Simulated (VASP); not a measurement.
# Cr (Im-3m) in VASP: further runs

The runs below take Cr through single point, with PBE.

Program: VASP 6.6.1. These are calculated values, not measurements. Logs are shortened: lines on timing, memory, paths and dates and some standing lists are left out, and cuts for length are marked.

## (1) The cell of the first run

Symmetry: Im-3m, No. 229, cubic system. The conventional cell has a = 2.849 Å, b = 2.849 Å, c = 2.849 Å, α = 90.00°, β = 90.00°, γ = 90.00°. Cr (site symmetry m-3m) has 14 Cr at 2.47 to 2.85 Å within 3.3 Å.

## (2) Single point, PBE

INCAR reads:

```
SYSTEM = Cr
ALGO     = Normal         ! electronic algorithm
EDIFF    = 1E-6           ! SCF threshold, eV
ENCUT    = 500            ! plane-wave cutoff, eV
GGA      = PE             ! functional
GGA_COMPAT= .FALSE.      
ISIF     = 2              ! what is computed and relaxed
ISMEAR   = -1             ! smearing method
LASPH    = .TRUE.         ! aspherical terms in the spheres
LCHARG   = .FALSE.        ! write CHGCAR
LREAL    = .FALSE.        ! projectors in reciprocal space
LWAVE    = .FALSE.        ! write WAVECAR
NBANDS   = 12             ! bands
NELM     = 120            ! most SCF steps
PREC     = Accurate       ! precision mode
SIGMA    = 0.1            ! smearing width, eV
```

KPOINTS reads:

```
k-points
0
G
  7 7 7
  0 0 0
```

POSCAR reads:

```
Cr
1.0
   -1.4243177237      1.4243177237      1.4243177237
    1.4243177237     -1.4243177237      1.4243177237
    1.4243177237      1.4243177237     -1.4243177237
Cr
1
Direct
    0.0000000000      0.0000000000      0.0000000000
```

Potentials or basis: VASP PAW PBE potentials, release 64 (Cr_pv).

Launch:

```
$ cat potpaw_PBE.64/Cr_pv/POTCAR > POTCAR
$ mpirun -np 1 vasp_std > vasp.out
```

OUTCAR:

```text
SYSTEM = Cr
   EDIFF = 1E-6
   ENCUT = 500
   GGA = PE
   ISIF = 2
   ISMEAR = -1
   LASPH = .TRUE.
   LREAL = .FALSE.
   NELM = 120
   PREC = Accurate

 ion  position               nearest neighbor table
   1  0.000  0.000  0.000-

  LATTYP: Found a body centered cubic cell.
 ALAT       =     2.8486354474

  Lattice vectors:

 A1 = (  -1.4243177237,   1.4243177237,   1.4243177237)
 A2 = (   1.4243177237,  -1.4243177237,   1.4243177237)
 A3 = (   1.4243177237,   1.4243177237,  -1.4243177237)

Analysis of symmetry for initial positions (statically):
=====================================================================
 Subroutine PRICEL returns:
 Original cell was already a primitive cell.

 Routine SETGRP: Setting up the symmetry group for a
 body centered cubic supercell.

 Subroutine GETGRP returns: Found 48 space group operations
 (whereof 48 operations were pure point group operations)
 out of a pool of 48 trial point group operations.

The static configuration has the point symmetry O_h .

Analysis of symmetry for dynamics (positions and initial velocities):
=====================================================================
 Subroutine PRICEL returns:
 Original cell was already a primitive cell.

 Routine SETGRP: Setting up the symmetry group for a
 body centered cubic supercell.

 Subroutine GETGRP returns: Found 48 space group operations
 (whereof 48 operations were pure point group operations)
 out of a pool of 48 trial point group operations.

The dynamic configuration has the point symmetry O_h .

 Subroutine INISYM returns: Found 48 space group operations
 (whereof 48 operations are pure point group operations),
 and found     1 'primitive' translations

----------------------------------------------------------------------------------------

                                     Primitive cell

  volume of cell :      11.5579

  direct lattice vectors                    reciprocal lattice vectors
    -1.424317724  1.424317724  1.424317724     0.000000000  0.351045270  0.351045270
     1.424317724 -1.424317724  1.424317724     0.351045270  0.000000000  0.351045270
     1.424317724  1.424317724 -1.424317724     0.351045270  0.351045270  0.000000000

  length of vectors
     2.466990664  2.466990664  2.466990664     0.496452982  0.496452982  0.496452982

  position of ions in fractional coordinates (direct lattice)
     0.000000000  0.000000000  0.000000000

  ion indices of the primitive-cell ions
   primitive index   ion index
                 1           1

----------------------------------------------------------------------------------------

 KPOINTS: k-points

Automatic generation of k-mesh.
 Grid dimensions read from file:
 generate k-points for:    7    7    7

 Generating k-lattice:

  Cartesian coordinates                     Fractional coordinates (reciprocal lattice)
     0.000000000  0.050149324  0.050149324     0.142857143  0.000000000  0.000000000
     0.050149324  0.000000000  0.050149324     0.000000000  0.142857143  0.000000000
     0.050149324  0.050149324  0.000000000     0.000000000  0.000000000  0.142857143

  Length of vectors
     0.070921855  0.070921855  0.070921855

  Shift w.r.t. Gamma in fractional coordinates (k-lattice)
     0.000000000  0.000000000  0.000000000

 Subroutine IBZKPT returns following result:
 ===========================================

 Found     20 irreducible k-points:

 Following reciprocal coordinates:
            Coordinates               Weight
  0.000000  0.000000  0.000000      1.000000
  0.142857  0.000000  0.000000     12.000000
  0.285714  0.000000  0.000000     12.000000
  0.428571  0.000000  0.000000     12.000000
  0.142857  0.142857  0.000000     24.000000
  0.285714  0.142857  0.000000     48.000000
[... 12 lines left out ...]
 -0.428571 -0.428571  0.285714      8.000000
 -0.428571  0.428571  0.428571      6.000000
   k-points           NKPTS =     20   k-points in BZ     NKDIM =     20   number of bands    NBANDS=     12
   number of dos      NEDOS =    301   number of ions     NIONS =      1
   total plane-waves  NPLWV =   5832
   dimension x,y,z NGX =    18 NGY =   18 NGZ =   18
   dimension x,y,z NGXF=    36 NGYF=   36 NGZF=   36
   ions per type =               1
   NGX,Y,Z   is equivalent  to a cutoff of  12.13, 12.13, 12.13 a.u.
   NGXF,Y,Z  is equivalent  to a cutoff of  24.26, 24.26, 24.26 a.u.
 SYSTEM =  Cr
   PREC   = accura    normal or accurate (medium, high low for compatibility)
   ISTART =      0    job   : 0-new  1-cont  2-samecut
   ICHARG =      2    charge: 1-file 2-atom 10-const
   ISPIN  =      1    spin polarized calculation?
   LNONCOLLINEAR =      F non collinear calculations
   LSORBIT =      F    spin-orbit coupling
   LASPH  =      T    aspherical Exc in radial PAW
   ENCUT  =  500.0 eV  36.75 Ry    6.06 a.u.   4.50  4.50  4.50*2*pi/ulx,y,z
   NELM   =    120;   NELMIN=  2; NELMDL= -5     # of ELM steps
   EDIFF  = 0.1E-05   stopping-criterion for ELM
   LREAL  =      F    real-space projection
   EDIFFG = 0.1E-04   stopping-criterion for IOM
   NSW    =      0    number of steps for IOM
   IBRION =     -1    ionic relax: 0-MD 1-quasi-New 2-CG
   NFREE  =      0    steps in history (QN), initial steepest desc. (CG)
   ISIF   =      2    stress and relaxation
   ISYM   =      2    0-nonsym 1-usesym 2-fastsym
   POTIM  = 0.5000    time-step for ionic-motion
   TEBEG  =    0.0;   TEEND  =   0.0 temperature during run
   PSTRESS=    0.0 pullay stress
   NELECT =      12.0000    total number of electrons
   NUPDOWN=      -1.0000    fix difference up-down
   EMIN   =  10.00;   EMAX   =-10.00  energy-range for DOS
   EFERMI =   0.00;   METHOD = LEGACY
   ISMEAR =    -1;   SIGMA  =   0.10  broadening in eV -4-tet -1-fermi 0-gaus
   EFERMI_NEDOS =   21; number of points for ismear=-14 and -15
   IALGO  =     38    algorithm
   IMIX   =      4    mixing-type and parameters
     AMIX     =   0.40;   BMIX     =  1.00
     AMIX_MAG =   1.60;   BMIX_MAG =  1.00
  volume/ion in A,a.u.               =      11.56        78.00
  Fermi-wavevector in a.u.,A,eV,Ry     =   1.657709  3.132616 37.388811  2.748000
  Thomas-Fermi vector in A             =   2.745415
   LORBIT       =      0    0 simple, 1 ext, 2 COOP (PROOUT), +10 PAW based schemes
   GGA     = PE    functional components
   LHFCALC =     F    Hartree Fock is set to
   AEXX    =    0.0000 exact exchange contribution
   IVDW    =     0    specifies the selected vdW correction
   LEPSILON=     F    determine dielectric tensor
   LRPA    =     F    only Hartree local field effects (RPA)
 non-spin polarized calculation
  energy-cutoff  :      500.00
  volume of cell :       11.56
 maximum number of plane-waves:       321
 NGX is ok and might be reduce to    18
   NGX =  9   NGY =  9   NGZ =  9

 number of electron      11.9999993 magnetization

 Free energy of the ion-electron system (eV)
  ---------------------------------------------------
  ext. energy  EPLUGINS =         0.00000000
  ---------------------------------------------------
  free energy    TOTEN  =        -9.51286105 eV

  energy without entropy =       -9.47925336  energy(sigma->0) =       -9.49605721

 E-fermi :  11.0308     XC(G=0): -13.6651

 val. band max:       10.9748334889   @ k =  -0.1429   0.1429   0.1429
 cond. band min:      11.0494740918   @ k =  -0.2857   0.2857   0.1429
 fundamental gap:      0.0746406029
 Fermi energy:        11.0307884085

 k-point     1 :       0.0000    0.0000    0.0000
  band No.  band energies     occupation
      1     -31.7178      2.00000
      2     -31.7178      2.00000
      3     -31.7178      2.00000
      4       3.1101      2.00000
      5      10.0865      1.99984
      6      10.0865      1.99984
      7      10.0865      1.99984
      8      12.1416      0.00003
      9      12.1416      0.00003
     10      18.1391      0.00000
     11      33.2585      0.00000
     12      33.2585      0.00000

 k-point     2 :       0.1429    0.0000    0.0000
  band No.  band energies     occupation
      1     -31.8968      2.00000
      2     -31.7728      2.00000
      3     -31.7188      2.00000
      4       3.9723      2.00000
      5       9.7639      1.99999
      6       9.9879      1.99994
      7      10.6760      1.94402
      8      11.8617      0.00049
      9      12.1707      0.00002
     10      18.1390      0.00000
     11      31.2722      0.00000
     12      32.7248      0.00000

 k-point     3 :       0.2857    0.0000    0.0000
  band No.  band energies     occupation
      1     -32.2877      2.00000
      2     -31.8952      2.00000
      3     -31.7214      2.00000
      4       5.8775      2.00000
      5       9.0954      2.00000
      6       9.8086      1.99999
      7      11.8726      0.00044
      8      12.1641      0.00002
      9      12.2927      0.00001
     10      18.1382      0.00000
     11      26.4744      0.00000
     12      30.2988      0.00000
[... 226 lines left out ...]
 k-point    19 :      -0.4286   -0.4286    0.2857
  band No.  band energies     occupation
      1     -32.3657      2.00000
      2     -32.3657      2.00000
      3     -32.1368      2.00000
      4       7.3578      2.00000
      5       7.3578      2.00000
      6      11.1468      0.47719
      7      13.0013      0.00000
      8      13.0013      0.00000
      9      18.1342      0.00000
     10      20.8112      0.00000
     11      20.8112      0.00000
     12      22.1135      0.00000

 k-point    20 :      -0.4286    0.4286    0.4286
  band No.  band energies     occupation
      1     -32.3474      2.00000
      2     -32.3136      2.00000
      3     -32.3136      2.00000
      4       6.9067      2.00000
      5       6.9188      2.00000
      6      12.9094      0.00000
      7      12.9094      0.00000
      8      13.2610      0.00000
      9      18.1339      0.00000
     10      19.7269      0.00000
     11      22.5558      0.00000
     12      22.5558      0.00000

------------------------ aborting loop because EDIFF is reached ----------------------------------------

  FORCE on cell =-STRESS in cart. coord.  units (eV):
  Direction    XX          YY          ZZ          XY          YZ          ZX
  --------------------------------------------------------------------------------------
  -------------------------------------------------------------------------------------
  Total       -0.0514426     -0.0514426     -0.0514426     -0.0000000      0.0000000     -0.0000000
  in kB       -7.1310427     -7.1310427     -7.1310427     -0.0000000      0.0000000     -0.0000000
  external PRESSURE =      -7.1310427 kB  Pullay stress =       0.0000000 kB

 VOLUME and BASIS-vectors are now :
 -----------------------------------------------------------------------------
  energy-cutoff  :      500.00
  volume of cell :       11.56
      direct lattice vectors                 reciprocal lattice vectors
    -1.424317724  1.424317724  1.424317724     0.000000000  0.351045270  0.351045270
     1.424317724 -1.424317724  1.424317724     0.351045270  0.000000000  0.351045270
     1.424317724  1.424317724 -1.424317724     0.351045270  0.351045270  0.000000000

 POSITION                                       TOTAL-FORCE (eV/Angst)
 -----------------------------------------------------------------------------------
      0.00000      0.00000      0.00000         0.000000      0.000000     -0.000000
 -----------------------------------------------------------------------------------
    total drift:                                0.000000      0.000000      0.000000

  FREE ENERGIE OF THE ION-ELECTRON SYSTEM (eV)
  ---------------------------------------------------
  free  energy   TOTEN  =        -9.5128610491 eV

  energy  without entropy=       -9.4792533616  energy(sigma->0) =       -9.49605721
```

Run time: 2.7 s. Hardware: 1 thread of Intel Xeon 6975P-C (Granite Rapids), shared host; peak memory 0.11 GiB.

What came out:

```
Free energy            : -9.5129 eV
Pressure               : -0.7 GPa
Band gap on the k mesh : zero (band 6 reaches 12.91 eV, above the bottom of band 7 at 10.09 eV)
```

Levels at points of the mesh, in eV from the Fermi level:
| k point | band 3 | band 4 | band 5 | band 6 | band 7 | band 8 | band 9 | band 10 |
| --- | --- | --- | --- | --- | --- | --- | --- | --- |
| (0.00, 0.00, 0.00) | -42.75 | -7.92 | -0.94 | -0.94 | -0.94 | 1.11 | 1.11 | 7.11 |

Caveat: the k points lie up to 0.45 Å⁻¹ apart; the run has no spin polarisation, though such a crystal can be magnetic.

## (3) Single point, PBE

INCAR reads:

```
PREC = Accurate
ENCUT = 500
EDIFF = 1E-6
ISMEAR = -1
SIGMA = 0.1
LREAL = F
LASPH = T
NELM = 120
ALGO = Normal
ISIF = 2
LWAVE = F
LCHARG = F
GGA = PE
NBANDS = 12
GGA_COMPAT = F
```

KPOINTS reads:

```
Automatic mesh
0
Gamma
  9 9 9
```

POSCAR is that of step 2.

Potentials or basis: VASP PAW PBE potentials, release 64 (Cr_pv).

Launch:

```
$ cat potpaw_PBE.64/Cr_pv/POTCAR > POTCAR
$ mpirun -np 1 vasp_std > vasp.out
```

Wall time 2.8 s (1 thread of Intel Xeon 6975P-C (Granite Rapids), shared host); peak memory 0.11 GiB.

Results (log left out):

* Free energy: -9.5378 eV
* Pressure: -1.3 GPa
* Band gap on the k mesh: zero (band 6 reaches 13.06 eV, above the bottom of band 7 at 10.05 eV)

Levels at points of the mesh, in eV from the Fermi level:
```
           k point  band 2  band 3  band 4  band 5  band 6  band 7  band 8  band 9  band 10  band 11
(0.00, 0.00, 0.00)  -42.73  -42.73   -7.85   -0.91   -0.91   -0.91    1.14    1.14     7.10    22.30
```

Caveat: the run has no spin polarisation, though such a crystal can be magnetic. Spin polarisation is off, so any magnetic state and its effect on volume and gap are missing.
